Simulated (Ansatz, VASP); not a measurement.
# One calculation of TaN, two programs

File INCAR:

```
PREC = Accurate
ENCUT = 520
EDIFF = 1E-6
ISMEAR = -1
SIGMA = 0.05
LREAL = False
LASPH = True
NELM = 60
ALGO = Normal
ISIF = 2
LWAVE = False
LCHARG = True
GGA = PE
LELF = True
LVHAR = True
NBANDS = 15
```

The input KPOINTS:

```
regular mesh
0
Gamma
  9 9 9
```

File POSCAR:

```
TaN
1.0
    0.0000000000      2.4402898319      2.4402898319
    2.4402898319      0.0000000000      2.4402898319
    2.4402898319      2.4402898319      0.0000000000
Ta N
1 1
Direct
    0.0000000000      0.0000000000      0.0000000000
    0.2500000000      0.2500000000      0.2500000000
```

File input.yaml:

```yaml
crystal:
  lattice:
    - [0.0, 2.4402898319, 2.4402898319]
    - [2.4402898319, 0.0, 2.4402898319]
    - [2.4402898319, 2.4402898319, 0.0]
  atoms:
    - { symbol: Ta, position: [0.0, 0.0, 0.0] }
    - { symbol: "N", position: [0.25, 0.25, 0.25] }
hamiltonian:
  xc: pbe
  pseudopotentials: { kind: paw, source: jth }
kpoints:
  mp_grid: { grid: [9, 9, 9] }
scf:
  occupations: { method: fermi_dirac, width: 0.05 }
output:
  forces: true
  stress: true
  eigenvalues: true
```

Alike in both runs: task single point; functional PBE; k mesh 9 × 9 × 9; occupations fermi-dirac, width 0.05 eV; no spin polarisation.

|  | VASP | Ansatz |
| --- | --- | --- |
| version | VASP 6.6.1 | Ansatz 0.2.0 |
| potentials or method | VASP PAW PBE potentials, release 64 (Ta_pv, N) | JTH PAW |
| plane-wave cutoff (eV) | 520 | 1320 |
| valence electrons in the cell | 16 | 18 |

Ansatz gave:

| Quantity | Value |
| --- | --- |
| gap on the k mesh at the Fermi level (eV) | none |
| pressure (GPa) | -16.0 |

**Question.** What did VASP give for the same quantities?

**Answer.** gap on the k mesh at the Fermi level (eV): none; pressure (GPa): -15.9.

A gap of «none» marks a metal or a gap that the smearing closes. The functional is the same, so the differences come from potentials, cutoffs and numerics. VASP's potentials hold 16 valence electrons a cell and Ansatz's 18, so a difference there can come from the potentials and not from the codes.

Neither program's run includes spin-orbit coupling.
